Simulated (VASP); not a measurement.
Set up this calculation in VASP 6.6.1, as the native input.

- Task: single point
- Functional: PBE
- Potentials or basis: VASP PAW PBE potentials, release 64 (Sc_sv, B, F)
- Cutoff: 520 eV
- k mesh: 12 × 12 × 4
- Occupations: gaussian, width 0.1 eV
- Spin: no spin polarisation
- Dipole correction: no
- Further INCAR settings: ALGO = Normal; EDIFF = 1e-06; NBANDS = 28

The structure of Sc2BF2 lies in POSCAR:

```
Sc2BF2
1.0
    3.2069543939      0.0000000000      0.0000000000
   -1.6034771969      2.7773039739      0.0000000000
    0.0000000000      0.0000000000     10.0964026946
Sc B F
2 1 2
Direct
    0.0000000000      0.0000000000      0.3297580006
    0.3333333333      0.6666666667      0.8226943225
    0.0000000000      0.0000000000      0.9803652755
    0.0000000000      0.0000000000      0.1216676656
    0.6666666667      0.3333333333      0.7104193857
```

One way to write it, as run:

INCAR

```
ALGO = Normal
EDIFF = 1E-6
ENCUT = 520
GGA = PE
ISIF = 2
ISMEAR = 0
LASPH = True
LCHARG = False
LREAL = False
LWAVE = False
NBANDS = 28
NELM = 60
PREC = Accurate
SIGMA = 0.1
```

KPOINTS

```
k-points
0
Gamma
  12 12 4
```

Potentials or basis: VASP PAW PBE potentials, release 64 (Sc_sv, B, F).

The run is started by

```bash
$ cat potpaw_PBE.64/Sc_sv/POTCAR potpaw_PBE.64/B/POTCAR potpaw_PBE.64/F/POTCAR > POTCAR
$ mpirun -np 1 vasp_std > vasp.out
```

Results of the run:

* Pressure: 0.2 GPa
* Largest force: 0.127 eV/Å
* Band gap on the k mesh: zero (an odd number of electrons rules out a gap without spin polarisation)

Caveat: an odd number of electrons without spin polarisation forces a metal; a magnetic or distorted state may lie lower.

Wall time 72 s on 1 thread of Intel(R) Xeon(R) 6975P-C (Granite Rapids), on a shared host, peak memory 0.3 GiB.
